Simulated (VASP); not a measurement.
Set up this calculation in VASP 6.6.1, as the native input.

- Task: single point
- Functional: PBEsol
- Potentials or basis: VASP PAW PBE potentials, release 64 (Mo_sv, W_sv)
- Cutoff: 520 eV
- k mesh: 3 × 3 × 3
- Occupations: gaussian, width 0.1 eV
- Spin: no spin polarisation
- Dipole correction: no
- Further INCAR settings: LREAL = Auto; ALGO = Normal; EDIFF = 1e-06; NBANDS = 118

The structure of MoW14 (a cell with a defect) lies in POSCAR:

```
MoW14
1.0
    6.3200000000      0.0000000000      0.0000000000
    0.0000000000      6.3200000000      0.0000000000
    0.0000000000      0.0000000000      6.3200000000
Mo W
1 14
Direct
   -0.2480525316      0.2480525316     -0.2480525316
    0.5000838608      0.0002435127     -0.0002435127
   -0.0002435127      0.4999161392     -0.0002435127
   -0.0002435127      0.0002435127      0.5000838608
    0.2479012658      0.2480344937      0.2479012658
    0.5001879747      0.4998120253      0.0000077532
    0.5001879747     -0.0000077532      0.5001879747
    0.7517357595      0.2482642405      0.2483360759
    0.0000077532      0.4998120253      0.5001879747
    0.2482110759      0.7517889241      0.2482110759
    0.2483360759      0.2482642405      0.7517357595
    0.5002854430      0.4997145570      0.5002854430
    0.7519655063      0.7520987342      0.2479012658
    0.2479012658      0.7520987342      0.7519655063
    0.7517357595      0.7516639241      0.7517357595
```

One way to write it, as run:

INCAR

```
SYSTEM = MoW14
  PREC = Accurate
  ENCUT = 520
  EDIFF = 1E-6
  ISMEAR = 0
  SIGMA = 0.1
  LREAL = Auto
  LASPH = .True.
  NELM = 80
  ALGO = Normal
  ISIF = 2
  LWAVE = .False.
  LCHARG = .False.
  GGA = PS
  NBANDS = 118
```

KPOINTS

```
regular mesh
0
Gamma
  3 3 3
  0 0 0
```

Potentials or basis: VASP PAW PBE potentials, release 64 (Mo_sv, W_sv).

Run with:

```console
$ cat potpaw_PBE.64/Mo_sv/POTCAR potpaw_PBE.64/W_sv/POTCAR > POTCAR
$ mpirun -np 1 vasp_std > vasp.out
```

Results of the run:

```json
{
  "Pressure": "-8.2 GPa",
  "Largest force": "0.031 eV/Å",
  "Band gap on the k mesh": "zero (filled and empty bands touch)"
}
```

Caveat: the PAW data sets were made with another functional, which shifts forces and pressure a little; spin-orbit coupling is left out, which moves the levels of the heavy elements.

Wall time 7.5 min on 1 thread of Intel Xeon 6975P-C, on a shared host, peak memory 0.39 GiB.
